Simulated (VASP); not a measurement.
Wanted: the native input for a VASP 6.6.1 run.

* Task: single point
* Functional: PBEsol
* Potentials or basis: VASP PAW PBE potentials, release 64 (Si, O)
* Cutoff: 520 eV
* k mesh: 4 × 4 × 6
* Occupations: gaussian, width 0.01 eV
* Spin: no spin polarisation
* Dipole correction: no
* Further INCAR settings: ALGO = Normal; EDIFF = 1e-06; NBANDS = 25

The structure of SiO2 (Stishovite) lies in POSCAR:

```
SiO2
1.0
    4.1773000000      0.0000000000      0.0000000000
    0.0000000000      4.1773000000      0.0000000000
    0.0000000000      0.0000000000      2.6652000000
Si O
2 4
Direct
    0.0000000000      0.0000000000      0.0000000000
    0.5000000000      0.5000000000      0.5000000000
    0.3059000000      0.3059000000      0.0000000000
    0.1941000000      0.8059000000      0.5000000000
    0.6941000000      0.6941000000      0.0000000000
    0.8059000000      0.1941000000      0.5000000000
```

One way to write it, as run:

INCAR

```
PREC = Accurate
ENCUT = 520
EDIFF = 1E-6
ISMEAR = 0
SIGMA = 0.01
LREAL = False
LASPH = True
NELM = 80
ALGO = Normal
ISIF = 2
LWAVE = False
LCHARG = False
GGA = PS
NBANDS = 25
```

KPOINTS

```
regular mesh
0
Gamma
  4 4 6
```

Potentials or basis: VASP PAW PBE potentials, release 64 (Si, O).

The run is started by

```sh
$ cat potpaw_PBE.64/Si/POTCAR potpaw_PBE.64/O/POTCAR > POTCAR
$ mpirun -np 1 vasp_std > vasp.out
```

It gave:

| Item | Value |
| --- | --- |
| Pressure | 5.0 GPa |
| Largest force | 0.090 eV/Å |
| Band gap on the k mesh | 5.59 eV, direct |

Caveat: the PAW data sets were made with another functional, which shifts forces and pressure a little.

Run time: 16 s on 1 thread of Intel(R) Xeon(R) Platinum 8259CL CPU @ 2.50GHz (Skylake/Cascade Lake), on a shared host, peak memory 0.16 GiB.
